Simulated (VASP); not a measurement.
# SiC in VASP: notebook

The runs below take SiC through single point, with PBE.

All numbers are computed with VASP 6.6.1; they aren't measurements. Logs are shortened: lines on timing, memory, paths and dates and some standing lists are left out, and cuts for length are marked.

## Step 1: The cell of the first run

The cell holds a slab with vacuum, 16 atoms: a = 3.097 Å, b = 4.380 Å, c = 25.839 Å, α = 90.00°, β = 90.00°, γ = 90.00°.

## Step 2: Single point, PBE

INCAR

```
PREC     = Accurate       # precision mode
ENCUT    = 520            # plane-wave cutoff, eV
EDIFF    = 1E-6           # SCF threshold, eV
ISMEAR   = 0              # smearing method
SIGMA    = 0.05           # smearing width, eV
LREAL    = Auto         
LASPH    = True           # aspherical terms in the spheres
NELM     = 100            # most SCF steps
ALGO     = Normal         # electronic algorithm
ISIF     = 2              # what is computed and relaxed
LWAVE    = False          # write WAVECAR
LCHARG   = True           # write CHGCAR
LDIPOL   = True         
IDIPOL   = 3            
DIPOL    = 0.5 0.5 0.500
GGA      = PE             # functional
LELF     = True           # ELF
LVHAR    = True         
LVACPOTAV= True         
NBANDS   = 46             # bands
```

KPOINTS

```
Automatic mesh
0
Gamma
  9 6 1
```

POSCAR

```
SiC
1.0
    3.0969339126      0.0000000000      0.0000000000
    0.0000000000      4.3797259410      0.0000000000
    0.0000000000      0.0000000000     25.8392686942
Si C
8 8
Direct
    0.0000000000      0.2500000000      0.2902558926
    0.5000000000      0.7500000000      0.3501827805
    0.0000000000      0.2500000000      0.4101096683
    0.5000000000      0.7500000000      0.4700365561
    0.0000000000      0.2500000000      0.5299634439
    0.5000000000      0.7500000000      0.5898903317
    0.0000000000      0.2500000000      0.6498172195
    0.5000000000      0.7500000000      0.7097441074
    0.5000000000      0.5000000000      0.2902558926
    0.0000000000      0.0000000000      0.3501827805
    0.5000000000      0.5000000000      0.4101096683
    0.0000000000      0.0000000000      0.4700365561
    0.5000000000      0.5000000000      0.5299634439
    0.0000000000      0.0000000000      0.5898903317
    0.5000000000      0.5000000000      0.6498172195
    0.0000000000      0.0000000000      0.7097441074
```

Potentials or basis: VASP PAW PBE potentials, release 64 (Si, C).

Command:

```
$ cat potpaw_PBE.64/Si/POTCAR potpaw_PBE.64/C/POTCAR > POTCAR
$ mpirun -np 1 vasp_std > vasp.out
```

OUTCAR:

```text
PREC = Accurate
   ENCUT = 520
   EDIFF = 1E-6
   ISMEAR = 0
   LREAL = Auto
   LASPH = True
   NELM = 100
   ISIF = 2
   GGA = PE

 ion  position               nearest neighbor table
   1  0.000  0.250  0.290-   9 1.90   9 1.90  10 1.90   2 3.10   2 3.10   2 3.10   2 3.10   3 3.10

   2  0.500  0.750  0.350-  11 1.90  10 1.90  10 1.90   9 1.90   4 3.10   3 3.10   3 3.10   3 3.10
                             3 3.10   1 3.10   1 3.10   1 3.10   1 3.10
   3  0.000  0.250  0.410-  12 1.90  10 1.90  11 1.90  11 1.90   5 3.10   4 3.10   4 3.10   4 3.10
                             4 3.10   2 3.10   2 3.10   2 3.10   2 3.10   1 3.10
   4  0.500  0.750  0.470-  11 1.90  13 1.90  12 1.90  12 1.90   2 3.10   6 3.10   3 3.10   3 3.10
                             3 3.10   3 3.10   5 3.10   5 3.10   5 3.10   5 3.10
   5  0.000  0.250  0.530-  14 1.90  12 1.90  13 1.90  13 1.90   3 3.10   7 3.10   6 3.10   6 3.10
                             6 3.10   6 3.10   4 3.10   4 3.10   4 3.10   4 3.10
   6  0.500  0.750  0.590-  13 1.90  15 1.90  14 1.90  14 1.90   4 3.10   5 3.10   5 3.10   5 3.10
                             5 3.10   7 3.10   7 3.10   7 3.10   7 3.10   8 3.10
   7  0.000  0.250  0.650-  14 1.90  15 1.90  15 1.90  16 1.90   5 3.10   6 3.10   6 3.10   6 3.10
                             6 3.10   8 3.10   8 3.10   8 3.10   8 3.10
   8  0.500  0.750  0.710-  16 1.90  16 1.90  15 1.90   7 3.10   7 3.10   7 3.10   7 3.10   6 3.10

   9  0.500  0.500  0.290-   1 1.90   1 1.90   2 1.90
  10  0.000  0.000  0.350-   3 1.90   2 1.90   2 1.90   1 1.90
  11  0.500  0.500  0.410-   4 1.90   2 1.90   3 1.90   3 1.90
  12  0.000  0.000  0.470-   3 1.90   5 1.90   4 1.90   4 1.90
  13  0.500  0.500  0.530-   6 1.90   4 1.90   5 1.90   5 1.90
  14  0.000  0.000  0.590-   5 1.90   7 1.90   6 1.90   6 1.90
  15  0.500  0.500  0.650-   6 1.90   7 1.90   7 1.90   8 1.90
  16  0.000  0.000  0.710-   8 1.90   8 1.90   7 1.90

  LATTYP: Found a simple orthorhombic cell.
 ALAT       =     3.0969339126
 B/A-ratio  =     1.4142135624
 C/A-ratio  =     8.3435001919

  Lattice vectors:

 A1 = (   3.0969339126,   0.0000000000,   0.0000000000)
 A2 = (   0.0000000000,   4.3797259410,   0.0000000000)
 A3 = (   0.0000000000,   0.0000000000,  25.8392686942)

Analysis of symmetry for initial positions (statically):
=====================================================================
 Subroutine PRICEL returns:
 Original cell was already a primitive cell.

 Routine SETGRP: Setting up the symmetry group for a
 simple orthorhombic supercell.

 Subroutine GETGRP returns: Found  4 space group operations
 (whereof  2 operations were pure point group operations)
 out of a pool of  8 trial point group operations.

The static configuration has the point symmetry C_1h.
[... 153 lines left out ...]
   ISMEAR =     0;   SIGMA  =   0.05  broadening in eV -4-tet -1-fermi 0-gaus
   EFERMI_NEDOS =   21; number of points for ismear=-14 and -15
   IALGO  =     38    algorithm
   IMIX   =      4    mixing-type and parameters
     AMIX     =   0.40;   BMIX     =  1.00
     AMIX_MAG =   1.60;   BMIX_MAG =  1.00
  volume/ion in A,a.u.               =      21.90       147.82
  Fermi-wavevector in a.u.,A,eV,Ry     =   0.928785  1.755149 11.736948  0.862641
  Thomas-Fermi vector in A             =   2.054998
   LORBIT       =      0    0 simple, 1 ext, 2 COOP (PROOUT), +10 PAW based schemes
   GGA     = PE    functional components
   LHFCALC =     F    Hartree Fock is set to
   AEXX    =    0.0000 exact exchange contribution
   IVDW    =     0    specifies the selected vdW correction
   LEPSILON=     F    determine dielectric tensor
   LRPA    =     F    only Hartree local field effects (RPA)
 non-spin polarized calculation
 Gauss-broadening in eV      SIGMA  =   0.05
  energy-cutoff  :      520.00
  volume of cell :      350.48
 maximum number of plane-waves:      9504
 NGX is ok and might be reduce to    24
   NGX = 11   NGY = 17   NGZ = 97

 dipolmoment           0.000000      0.000000      0.000000 electrons x Angstroem

 number of electron      63.9999988 magnetization

 dipolmoment           0.000000      0.000000     -0.000000 electrons x Angstroem

 Free energy of the ion-electron system (eV)
  ---------------------------------------------------
  ext. energy  EPLUGINS =         0.00000000
  ---------------------------------------------------
  free energy    TOTEN  =      -114.24654007 eV

  energy without entropy =     -114.24653996  energy(sigma->0) =     -114.24654002

 E-fermi :   1.5679     XC(G=0):  -6.1809

 val. band max:        1.4006775780   @ k =   0.3333   0.5000   0.0000
 cond. band min:       1.7250913439   @ k =   0.4444   0.0000   0.0000
 fundamental gap:      0.3244137659
 Fermi energy:         1.5679290493

 k-point     1 :       0.0000    0.0000    0.0000
  band No.  band energies     occupation
      1     -14.3671      2.00000
      2     -13.7598      2.00000
      3     -12.8777      2.00000
      4     -11.7484      2.00000
      5     -10.5368      2.00000
      6      -9.7033      2.00000
[... 929 lines left out ...]
     43       7.3809      0.00000
     44       7.3809      0.00000
 [bands above 44 left out]

------------------------ aborting loop because EDIFF is reached ----------------------------------------

  FORCE on cell =-STRESS in cart. coord.  units (eV):
  Direction    XX          YY          ZZ          XY          YZ          ZX
  --------------------------------------------------------------------------------------
  -------------------------------------------------------------------------------------
  Total       -3.5198681     -6.7945726     -3.8605751      0.0000000      0.0000000      0.0000000
  in kB      -16.0908092    -31.0608715    -17.6483253      0.0000000      0.0000000      0.0000000
  external PRESSURE =     -21.6000020 kB  Pullay stress =       0.0000000 kB

 VOLUME and BASIS-vectors are now :
 -----------------------------------------------------------------------------
  energy-cutoff  :      520.00
  volume of cell :      350.48
      direct lattice vectors                 reciprocal lattice vectors
     3.096933913  0.000000000  0.000000000     0.322900013  0.000000000  0.000000000
     0.000000000  4.379725941  0.000000000     0.000000000  0.228324789  0.000000000
     0.000000000  0.000000000 25.839268694     0.000000000  0.000000000  0.038700786

 POSITION                                       TOTAL-FORCE (eV/Angst)
 -----------------------------------------------------------------------------------
      0.00000      1.09493      7.50000         0.000000      2.873012      1.712963
      1.54847      3.28479      9.04847         0.000000     -0.364331     -0.946653
      0.00000      1.09493     10.59693         0.000000      0.393389     -0.035978
      1.54847      3.28479     12.14540         0.000000     -0.020806     -0.042999
      0.00000      1.09493     13.69387         0.000000     -0.020806      0.042999
      1.54847      3.28479     15.24233         0.000000      0.393389      0.035978
[... 8 lines left out ...]
      1.54847      2.18986     16.79080         0.000000     -0.905766      0.409568
      0.00000      0.00000     18.33927         0.000000     -1.858595      0.460232
 -----------------------------------------------------------------------------------
    total drift:                                0.000000      0.004234      0.000000

  FREE ENERGIE OF THE ION-ELECTRON SYSTEM (eV)
  ---------------------------------------------------
  free  energy   TOTEN  =      -114.2465400710 eV

  energy  without entropy=     -114.2465399606  energy(sigma->0) =     -114.24654002

 vacuum level on the upper side and lower side of the slab         6.571         6.571
```

stdout:

```text
POSCAR found type information on POSCAR SiC
 POSCAR found :  2 types and      16 ions
 scaLAPACK will be used
 LDA part: xc-table for (Slater+PW92), standard interpolation
 POSCAR, INCAR and KPOINTS ok, starting setup
 FFT: planning ... GRIDC
 FFT: planning ... GRID_SOFT
 FFT: planning ... GRID
 WAVECAR not read
 entering main loop
 -----------------------------------------------------------------------------
|                                                                             |
|           W    W    AA    RRRRR   N    N  II  N    N   GGGG   !!!           |
|           W    W   A  A   R    R  NN   N  II  NN   N  G    G  !!!           |
|           W    W  A    A  R    R  N N  N  II  N N  N  G       !!!           |
|           W WW W  AAAAAA  RRRRR   N  N N  II  N  N N  G  GGG   !            |
|           WW  WW  A    A  R   R   N   NN  II  N   NN  G    G                |
|           W    W  A    A  R    R  N    N  II  N    N   GGGG   !!!           |
|                                                                             |
|     Did not find any points to average over, which means that no vacuum     |
|     field-free region was found. Please increase the size of  your cell     |
|     in the dimension of the dipole correction to obtain accurate            |
|     workfunction values.                                                    |
|                                                                             |
 -----------------------------------------------------------------------------
```

Wall time 16 min (1 thread of Intel Xeon 8259CL, shared host); peak memory 0.5 GiB.

What came out:

- Free energy: -114.2465 eV
- Largest force: 3.345 eV/Å
- Band gap on the k mesh: 0.32 eV (least direct gap 0.54 eV)

Forces in eV/Å, atoms in the order of the input:
```
Si   0.000  2.873  1.713
Si   0.000 -0.364 -0.947
Si   0.000  0.393 -0.036
Si   0.000 -0.021 -0.043
Si   0.000 -0.021  0.043
Si   0.000  0.393  0.036
Si   0.000 -0.364  0.947
Si   0.000  2.873 -1.713
C    0.000 -1.859 -0.460
C    0.000 -0.906 -0.410
C    0.000 -0.034  0.219
C    0.000 -0.083 -0.089
C    0.000 -0.083  0.089
C    0.000 -0.034 -0.219
C    0.000 -0.906  0.410
C    0.000 -1.859  0.460
```

Caveat: semilocal functionals underestimate gaps, and a narrow one can read as zero.

(Part 1 of 2 ends here.)
